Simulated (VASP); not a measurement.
# CuH3 in VASP: notebook

CuH3 is run at these levels: PBE; tasks: single point, relaxation of cell and atoms.

Everything below comes from runs of VASP 6.6.1. Logs are shortened: lines on timing, memory, paths and dates and some standing lists are left out, and cuts for length are marked.

## 1. The cell of the first run

The structure is cubic, space group Pm-3m (No. 221). The conventional cell has a = 3.222 Å, b = 3.222 Å, c = 3.222 Å, α = 90.00°, β = 90.00°, γ = 90.00°. Cu (site symmetry m-3m) has 6 H at 1.61 Å within 2.1 Å. H (site symmetry 4/mmm) has 2 Cu at 1.61 Å within 2.1 Å. Within 2.1 Å of H (site symmetry 4/mmm) lie 2 Cu at 1.61 Å.

## 2. Single point, PBE

File INCAR:

```
  ALGO = Normal
  EDIFF = 1E-7
  ENCUT = 520
  GGA = PE
  ISIF = 2
  ISMEAR = 0
  LASPH = T
  LCHARG = F
  LREAL = F
  LWAVE = F
  NBANDS = 24
  NELM = 80
  PREC = Accurate
  SIGMA = 0.2
```

File KPOINTS:

```
k-points
0
Gamma
  6 6 4
```

File POSCAR:

```
CuH3
1.0
    3.2216501401      0.0000000000      0.0000000000
    0.0000000000      3.2216501401      0.0000000000
    0.0000000000      0.0000000000      6.4433002802
Cu H
2 6
Direct
    0.5000000000      0.5000000000      0.2500000000
    0.5000000000      0.5000000000      0.7500000000
    0.5000000000      0.5000000000      0.0000000000
    0.5000000000      0.5000000000      0.5000000000
    0.5000000000      0.0000000000      0.2500000000
    0.5000000000      0.0000000000      0.7500000000
    0.0000000000      0.5000000000      0.2500000000
    0.0000000000      0.5000000000      0.7500000000
```

Potentials or basis: VASP PAW PBE potentials, release 64 (Cu, H).

Launch:

```bash
> cat potpaw_PBE.64/Cu/POTCAR potpaw_PBE.64/H/POTCAR > POTCAR
> mpirun -np 1 vasp_std > vasp.out
```

OUTCAR:

```text
EDIFF = 1E-7
   ENCUT = 520
   GGA = PE
   ISIF = 2
   ISMEAR = 0
   LASPH = T
   LREAL = F
   NELM = 80
   PREC = Accurate

 ion  position               nearest neighbor table
   1  0.500  0.500  0.250-   3 1.61   4 1.61   5 1.61   7 1.61   5 1.61   7 1.61
   2  0.500  0.500  0.750-   3 1.61   4 1.61   6 1.61   8 1.61   6 1.61   8 1.61
   3  0.500  0.500  0.000-   1 1.61   2 1.61
   4  0.500  0.500  0.500-   1 1.61   2 1.61
   5  0.500  0.000  0.250-   1 1.61   1 1.61
   6  0.500  0.000  0.750-   2 1.61   2 1.61
   7  0.000  0.500  0.250-   1 1.61   1 1.61
   8  0.000  0.500  0.750-   2 1.61   2 1.61

  LATTYP: Found a simple tetragonal cell.
 ALAT       =     3.2216501401
 C/A-ratio  =     2.0000000000

  Lattice vectors:

 A1 = (   3.2216501401,   0.0000000000,   0.0000000000)
 A2 = (   0.0000000000,   3.2216501401,   0.0000000000)
 A3 = (   0.0000000000,   0.0000000000,   6.4433002802)

Analysis of symmetry for initial positions (statically):
=====================================================================
 Subroutine PRICEL returns following result:

  LATTYP: Found a simple cubic cell.
 ALAT       =     3.2216501401

  Lattice vectors:

 A1 = (   3.2216501401,   0.0000000000,   0.0000000000)
 A2 = (   0.0000000000,   3.2216501401,   0.0000000000)
 A3 = (   0.0000000000,   0.0000000000,   3.2216501401)

   2 primitive cells build up your supercell.

 Routine SETGRP: Setting up the symmetry group for a
 simple tetragonal supercell.

 Subroutine GETGRP returns: Found 16 space group operations
 (whereof 16 operations were pure point group operations)
 out of a pool of 16 trial point group operations.

The static configuration has the point symmetry D_4h.

Analysis of symmetry for dynamics (positions and initial velocities):
=====================================================================
 Subroutine PRICEL returns following result:

  LATTYP: Found a simple cubic cell.
 ALAT       =     3.2216501401

  Lattice vectors:

 A1 = (   3.2216501401,   0.0000000000,   0.0000000000)
 A2 = (   0.0000000000,   3.2216501401,   0.0000000000)
 A3 = (   0.0000000000,   0.0000000000,   3.2216501401)

   2 primitive cells build up your supercell.

 Routine SETGRP: Setting up the symmetry group for a
[... 105 lines left out ...]
   LNONCOLLINEAR =      F non collinear calculations
   LSORBIT =      F    spin-orbit coupling
   LASPH  =      T    aspherical Exc in radial PAW
   ENCUT  =  520.0 eV  38.22 Ry    6.18 a.u.   5.99  5.99 11.98*2*pi/ulx,y,z
   NELM   =     80;   NELMIN=  2; NELMDL= -5     # of ELM steps
   EDIFF  = 0.1E-06   stopping-criterion for ELM
   LREAL  =      F    real-space projection
   EDIFFG = 0.1E-05   stopping-criterion for IOM
   NSW    =      0    number of steps for IOM
   IBRION =     -1    ionic relax: 0-MD 1-quasi-New 2-CG
   NFREE  =      0    steps in history (QN), initial steepest desc. (CG)
   ISIF   =      2    stress and relaxation
   ISYM   =      2    0-nonsym 1-usesym 2-fastsym
   POTIM  = 0.5000    time-step for ionic-motion
   TEBEG  =    0.0;   TEEND  =   0.0 temperature during run
   PSTRESS=    0.0 pullay stress
   NELECT =      28.0000    total number of electrons
   NUPDOWN=      -1.0000    fix difference up-down
   EMIN   =  10.00;   EMAX   =-10.00  energy-range for DOS
   EFERMI =   0.00;   METHOD = LEGACY
   ISMEAR =     0;   SIGMA  =   0.20  broadening in eV -4-tet -1-fermi 0-gaus
   EFERMI_NEDOS =   21; number of points for ismear=-14 and -15
   IALGO  =     38    algorithm
   IMIX   =      4    mixing-type and parameters
     AMIX     =   0.40;   BMIX     =  1.00
     AMIX_MAG =   1.60;   BMIX_MAG =  1.00
  volume/ion in A,a.u.               =       8.36        56.41
  Fermi-wavevector in a.u.,A,eV,Ry     =   1.224727  2.314398 20.408128  1.499955
  Thomas-Fermi vector in A             =   2.359791
   LORBIT       =      0    0 simple, 1 ext, 2 COOP (PROOUT), +10 PAW based schemes
   GGA     = PE    functional components
   LHFCALC =     F    Hartree Fock is set to
   AEXX    =    0.0000 exact exchange contribution
   IVDW    =     0    specifies the selected vdW correction
   LEPSILON=     F    determine dielectric tensor
   LRPA    =     F    only Hartree local field effects (RPA)
 non-spin polarized calculation
 Gauss-broadening in eV      SIGMA  =   0.20
  energy-cutoff  :      520.00
  volume of cell :       66.88
 maximum number of plane-waves:      1824
 NGX is ok and might be reduce to    24

 number of electron      27.9999998 magnetization

 Free energy of the ion-electron system (eV)
  ---------------------------------------------------
  ext. energy  EPLUGINS =         0.00000000
  ---------------------------------------------------
  free energy    TOTEN  =       -24.38762479 eV

  energy without entropy =      -24.37597332  energy(sigma->0) =      -24.38179905

 E-fermi :   0.4237     XC(G=0):  -9.0266

 val. band max:        0.3658331545   @ k =   0.5000   0.1667   0.2500
 cond. band min:       0.4578269894   @ k =   0.5000   0.0000   0.2500
 fundamental gap:      0.0919938349
 Fermi energy:         0.4236763044

 k-point     1 :       0.0000    0.0000    0.0000
  band No.  band energies     occupation
      1      -8.2169      2.00000
      2      -6.5759      2.00000
      3      -5.0604      2.00000
      4      -5.0009      2.00000
      5      -4.8983      2.00000
      6      -3.6213      2.00000
[... 637 lines left out ...]
     23      13.3463      0.00000
     24      13.3463      0.00000

 [... further k-points ...]
[... 5 lines left out ...]
  --------------------------------------------------------------------------------------
  -------------------------------------------------------------------------------------
  Total        0.1864410      0.1864410     -0.5924918      0.0000000     -0.0000000      0.0000000
  in kB        4.4667014      4.4667014    -14.1947527      0.0000000     -0.0000000      0.0000000
  external PRESSURE =      -1.7537833 kB  Pullay stress =       0.0000000 kB

 VOLUME and BASIS-vectors are now :
 -----------------------------------------------------------------------------
  energy-cutoff  :      520.00
  volume of cell :       66.88
      direct lattice vectors                 reciprocal lattice vectors
     3.221650140  0.000000000  0.000000000     0.310399937  0.000000000  0.000000000
     0.000000000  3.221650140  0.000000000     0.000000000  0.310399937  0.000000000
     0.000000000  0.000000000  6.443300280     0.000000000  0.000000000  0.155199968

 POSITION                                       TOTAL-FORCE (eV/Angst)
 -----------------------------------------------------------------------------------
      1.61083      1.61083      1.61083        -0.000000     -0.000000     -0.000000
      1.61083      1.61083      4.83248         0.000000      0.000000     -0.000000
      1.61083      1.61083      0.00000        -0.000000     -0.000000     -0.000000
      1.61083      1.61083      3.22165        -0.000000     -0.000000     -0.000000
      1.61083      0.00000      1.61083        -0.000000     -0.000000     -0.000000
      1.61083      0.00000      4.83248        -0.000000     -0.000000      0.000000
      0.00000      1.61083      1.61083        -0.000000     -0.000000     -0.000000
      0.00000      1.61083      4.83248        -0.000000     -0.000000     -0.000000
 -----------------------------------------------------------------------------------
    total drift:                                0.000000     -0.000000     -0.000000

  FREE ENERGIE OF THE ION-ELECTRON SYSTEM (eV)
  ---------------------------------------------------
  free  energy   TOTEN  =       -24.3876247912 eV

  energy  without entropy=      -24.3759733182  energy(sigma->0) =      -24.38179905
```

Wall time 34 s (1 thread of Intel Xeon Platinum 8488C (Sapphire Rapids), shared host); peak memory 0.18 GiB.

The run converged, but its numbers aren't listed here, since they failed a check.

## 3. Single point, PBE

This run uses another cell than the first one: it holds 4 atoms, not 8.

File INCAR:

```
ALGO = Normal ; EDIFF = 1E-6
ENCUT = 520 ; GGA = PE
ISIF = 2 ; ISMEAR = 0
LASPH = True ; LCHARG = True
LELF = True ; LREAL = False
LVHAR = True ; LWAVE = False
NBANDS = 15 ; NELM = 80
PREC = Accurate ; SIGMA = 0.1
```

File KPOINTS:

```
k-points
0
Gamma
  14 14 14
```

File POSCAR:

```
CuH3
1.0
    3.2216501401      0.0000000000      0.0000000000
    0.0000000000      3.2216501401      0.0000000000
    0.0000000000      0.0000000000      3.2216501401
Cu H
1 3
Direct
    0.5000000000      0.5000000000      0.5000000000
    0.5000000000      0.5000000000      0.0000000000
    0.5000000000      0.0000000000      0.5000000000
    0.0000000000      0.5000000000      0.5000000000
```

Potentials or basis: VASP PAW PBE potentials, release 64 (Cu, H).

Launch:

```bash
> cat potpaw_PBE.64/Cu/POTCAR potpaw_PBE.64/H/POTCAR > POTCAR
> mpirun -np 1 vasp_std > vasp.out
```

OUTCAR:

```text
EDIFF = 1E-6
   ENCUT = 520
   GGA = PE
   ISIF = 2
   ISMEAR = 0
   LASPH = True
   LREAL = False
   NELM = 80
   PREC = Accurate

 ion  position               nearest neighbor table
   1  0.500  0.500  0.500-   2 1.61   3 1.61   4 1.61   2 1.61   3 1.61   4 1.61
   2  0.500  0.500  0.000-   1 1.61   1 1.61
   3  0.500  0.000  0.500-   1 1.61   1 1.61
   4  0.000  0.500  0.500-   1 1.61   1 1.61

  LATTYP: Found a simple cubic cell.
 ALAT       =     3.2216501401

  Lattice vectors:

 A1 = (   3.2216501401,   0.0000000000,   0.0000000000)
 A2 = (   0.0000000000,   3.2216501401,   0.0000000000)
 A3 = (   0.0000000000,   0.0000000000,   3.2216501401)

Analysis of symmetry for initial positions (statically):
=====================================================================
 Subroutine PRICEL returns:
 Original cell was already a primitive cell.

 Routine SETGRP: Setting up the symmetry group for a
 simple cubic supercell.

 Subroutine GETGRP returns: Found 48 space group operations
 (whereof 48 operations were pure point group operations)
 out of a pool of 48 trial point group operations.

The static configuration has the point symmetry O_h .

Analysis of symmetry for dynamics (positions and initial velocities):
=====================================================================
 Subroutine PRICEL returns:
 Original cell was already a primitive cell.

 Routine SETGRP: Setting up the symmetry group for a
 simple cubic supercell.

 Subroutine GETGRP returns: Found 48 space group operations
 (whereof 48 operations were pure point group operations)
 out of a pool of 48 trial point group operations.

The dynamic configuration has the point symmetry O_h .

 Subroutine INISYM returns: Found 48 space group operations
 (whereof 48 operations are pure point group operations),
 and found     1 'primitive' translations

[... 127 lines left out ...]
   LEPSILON=     F    determine dielectric tensor
   LRPA    =     F    only Hartree local field effects (RPA)
 non-spin polarized calculation
 Gauss-broadening in eV      SIGMA  =   0.10
  energy-cutoff  :      520.00
  volume of cell :       33.44
 maximum number of plane-waves:       920
 NGX is ok and might be reduce to    24

 number of electron      13.9999999 magnetization

 Free energy of the ion-electron system (eV)
  ---------------------------------------------------
  ext. energy  EPLUGINS =         0.00000000
  ---------------------------------------------------
  free energy    TOTEN  =       -12.17903379 eV

  energy without entropy =      -12.17171165  energy(sigma->0) =      -12.17537272

 E-fermi :   0.6446     XC(G=0):  -9.0191

 val. band max:        0.6385748880   @ k =   0.2857   0.2143   0.0000
 cond. band min:       0.6533135866   @ k =   0.2857   0.0714   0.0714
 fundamental gap:      0.0147386986
 Fermi energy:         0.6446358526

 k-point     1 :       0.0000    0.0000    0.0000
  band No.  band energies     occupation
      1      -8.2093      2.00000
      2      -5.0253      2.00000
      3      -5.0253      2.00000
      4      -2.5177      2.00000
      5      -2.5177      2.00000
      6      -2.5177      2.00000
      7       5.1517      0.00000
      8       5.1517      0.00000
      9       8.7594      0.00000
     10       8.7594      0.00000
     11       8.7594      0.00000
     12      12.3326      0.00000
     13      21.5873      0.00000
     14      21.5873      0.00000
[... 401 lines left out ...]
      2      -4.7113      2.00000
      3      -4.1357      2.00000
      4      -2.7810      2.00000
      5      -2.6579      2.00000
      6      -2.5750      2.00000
      7      -0.4957      2.00000
      8       3.0391      0.00000
      9       8.7445      0.00000
     10      11.0373      0.00000
     11      11.9321      0.00000
     12      13.6283      0.00000
     13      16.5846      0.00000
     14      17.4020      0.00000
     15      19.1055      0.00000

 [... further k-points ...]

------------------------ aborting loop because EDIFF is reached ----------------------------------------

  FORCE on cell =-STRESS in cart. coord.  units (eV):
  Direction    XX          YY          ZZ          XY          YZ          ZX
  --------------------------------------------------------------------------------------
  -------------------------------------------------------------------------------------
  Total        0.0203565      0.0203565      0.0203565      0.0000000     -0.0000000      0.0000000
  in kB        0.9753894      0.9753894      0.9753894      0.0000000     -0.0000000      0.0000000
  external PRESSURE =       0.9753894 kB  Pullay stress =       0.0000000 kB

 VOLUME and BASIS-vectors are now :
 -----------------------------------------------------------------------------
  energy-cutoff  :      520.00
  volume of cell :       33.44
      direct lattice vectors                 reciprocal lattice vectors
     3.221650140  0.000000000  0.000000000     0.310399937  0.000000000  0.000000000
     0.000000000  3.221650140  0.000000000     0.000000000  0.310399937  0.000000000
     0.000000000  0.000000000  3.221650140     0.000000000  0.000000000  0.310399937

 POSITION                                       TOTAL-FORCE (eV/Angst)
 -----------------------------------------------------------------------------------
      1.61083      1.61083      1.61083         0.000000      0.000000      0.000000
      1.61083      1.61083      0.00000         0.000000      0.000000      0.000000
      1.61083      0.00000      1.61083         0.000000      0.000000      0.000000
      0.00000      1.61083      1.61083         0.000000      0.000000      0.000000
 -----------------------------------------------------------------------------------
    total drift:                                0.000000     -0.000000     -0.000000

  FREE ENERGIE OF THE ION-ELECTRON SYSTEM (eV)
  ---------------------------------------------------
  free  energy   TOTEN  =       -12.1790337940 eV

  energy  without entropy=      -12.1717116493  energy(sigma->0) =      -12.17537272
```

Wall time 27 s (1 thread of Intel Xeon Platinum 8488C (Sapphire Rapids), shared host); peak memory 0.17 GiB.

What came out:

* Free energy: -12.1790 eV
* Pressure: 0.1 GPa
* Band gap on the k mesh: zero (band 7 reaches 5.15 eV, above the bottom of band 8 at -1.78 eV)

## 4. Single point, PBE

This run uses another cell than the first one, of 8.34 Å³/atom, 0.998 times its volume.

File INCAR:

```
SYSTEM = CuH3
  PREC = Accurate
  ENCUT = 520
  EDIFF = 1E-6
  ISMEAR = 0
  SIGMA = 0.2
  LREAL = .FALSE.
  LASPH = .TRUE.
  NELM = 60
  ALGO = Normal
  ISIF = 2
  LWAVE = .FALSE.
  LCHARG = .FALSE.
  GGA = PE
  NBANDS = 24
```

File KPOINTS:

```
Automatic mesh
0
G
  6 6 4
  0 0 0
```

File POSCAR:

```
CuH3
1.0
    3.2295763956      0.0006328089     -0.0006299300
    0.0006289585      3.2275819599      0.0005909411
   -0.0014762714      0.0019881182      6.4011766281
Cu H
2 6
Direct
    0.4990447925      0.4990185012      0.2498506486
    0.5007040364      0.5015003387      0.7499675991
    0.5002002871      0.4986986639      0.0000697847
    0.4989145589      0.4996546305      0.4998202505
    0.4987595495     -0.0010387083      0.2491505509
    0.5027716245      0.0015158822      0.7489594209
   -0.0009895518      0.4958673008      0.2511806870
    0.0005947029      0.5047833909      0.7510010584
```

Potentials or basis: VASP PAW PBE potentials, release 64 (Cu, H).

Launch:

```bash
> cat potpaw_PBE.64/Cu/POTCAR potpaw_PBE.64/H/POTCAR > POTCAR
> mpirun -np 1 vasp_std > vasp.out
```

OUTCAR:

```text
SYSTEM = CuH3
   PREC = Accurate
   ENCUT = 520
   EDIFF = 1E-6
   ISMEAR = 0
   LREAL = .FALSE.
   LASPH = .TRUE.
   NELM = 60
   ISIF = 2
   GGA = PE

 ion  position               nearest neighbor table
   1  0.499  0.499  0.250-   3 1.60   4 1.60   5 1.61   5 1.61   7 1.61   7 1.61
   2  0.501  0.502  0.750-   3 1.60   4 1.60   6 1.61   6 1.61   8 1.61   8 1.62
   3  0.500  0.499  0.000-   1 1.60   2 1.60
   4  0.499  0.500  0.500-   1 1.60   2 1.60
   5  0.499  0.999  0.249-   1 1.61   1 1.61
   6  0.503  0.002  0.749-   2 1.61   2 1.61
   7  0.999  0.496  0.251-   1 1.61   1 1.61
   8  0.001  0.505  0.751-   2 1.61   2 1.62
[... 864 lines left out ...]
  Total       -0.0246675      0.0283308     -0.0360223     -0.0040699     -0.0039869      0.0034578
  in kB       -0.5923146      0.6802784     -0.8649678     -0.0977264     -0.0957327      0.0830281
  external PRESSURE =      -0.2590014 kB  Pullay stress =       0.0000000 kB

 VOLUME and BASIS-vectors are now :
 -----------------------------------------------------------------------------
  energy-cutoff  :      520.00
  volume of cell :       66.72
      direct lattice vectors                 reciprocal lattice vectors
     3.229576396  0.000632809 -0.000629930     0.309638157 -0.000060352  0.000071429
     0.000628959  3.227581960  0.000590941    -0.000060727  0.309829497 -0.000096243
    -0.001476271  0.001988118  6.401176628     0.000030477 -0.000028609  0.156221295

 POSITION                                       TOTAL-FORCE (eV/Angst)
 -----------------------------------------------------------------------------------
      1.61165      1.61144      1.59932         0.000688     -0.008194      0.011314
      1.61627      1.62044      4.80066        -0.002964      0.001355     -0.001670
      1.61575      1.60991      0.00043        -0.000797      0.001649     -0.011729
      1.61086      1.61399      3.19942        -0.000179      0.001199      0.006244
      1.61104      3.22504      1.59513        -0.000526      0.000100      0.001168
      1.62263      0.00670      4.79391        -0.002542      0.001877      0.002475
      3.22632      1.60158      1.60752         0.001317      0.005604     -0.004514
      0.00113      1.63072      4.80759         0.005002     -0.003591     -0.003288
 -----------------------------------------------------------------------------------
    total drift:                               -0.000015     -0.000001      0.000086

  FREE ENERGIE OF THE ION-ELECTRON SYSTEM (eV)
  ---------------------------------------------------
  free  energy   TOTEN  =       -24.3897616751 eV

  energy  without entropy=      -24.3779796567  energy(sigma->0) =      -24.38387067
```

stdout:

```text
POSCAR found type information on POSCAR CuH
 POSCAR found :  2 types and       8 ions
 scaLAPACK will be used
 LDA part: xc-table for (Slater+PW92), standard interpolation
 POSCAR, INCAR and KPOINTS ok, starting setup
 FFT: planning ... GRIDC
 FFT: planning ... GRID_SOFT
 FFT: planning ... GRID
 WAVECAR not read
 entering main loop
```

Run time: 74 s. Hardware: 1 thread of Intel Xeon Platinum 8488C (Sapphire Rapids), shared host; peak memory 0.23 GiB.

What came out:

```
Free energy            : -24.3898 eV
Pressure               : 0.0 GPa
Largest force          : 0.014 eV/Å
Band gap on the k mesh : zero (band 14 reaches 5.14 eV, above the bottom of band 15 at -1.72 eV)
```

Forces in eV/Å, atoms in the order of the input:
```
Cu   0.001 -0.008  0.011
Cu  -0.003  0.001 -0.002
H   -0.001  0.002 -0.012
H    0.000  0.001  0.006
H   -0.001  0.000  0.001
H   -0.003  0.002  0.002
H    0.001  0.006 -0.005
H    0.005 -0.004 -0.003
```

[end of part 1 of 2]
